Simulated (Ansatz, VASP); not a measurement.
## Ir in VASP and in Ansatz

```
Ir
1.0
     2.48152    0.00000    0.00000
     0.00000    2.48152    0.00000
     0.00000    0.00000    2.48152
Ir
1
Direct
  0.00000 0.00000 0.00000
```

Alike in both runs: task relaxation of cell and atoms; functional LDA; k mesh 13 × 13 × 13; occupations fermi-dirac, width 0.1 eV; no spin polarisation.

|  | VASP | Ansatz |
| --- | --- | --- |
| version | VASP 6.6.1 | Ansatz 0.2.0 |
| potentials or method | VASP PAW LDA potentials, release 64 (Ir), cutoff 600 eV | plane waves (420 eV) with PAW, scalar-relativistic |
| valence electrons in the cell | 9 | 17 |

VASP gave:

- relaxed volume (Å³/atom): 16.24
- relaxed cell length with the largest relative difference (Å): 2.532

Question: Estimate Ansatz's values.

Answer: Relaxed volume (Å³/atom): 16.16; relaxed cell length with the largest relative difference (Å): 2.528.

Ansatz warns that its potentials were made for another functional, while VASP's fit it. LDA's correlation is that of Perdew and Zunger in VASP and of Perdew and Wang (1992) in Ansatz. VASP's potentials hold 9 valence electrons a cell and Ansatz's 17, so a difference there can come from the potentials and not from the codes.

Neither program's run includes spin-orbit coupling.
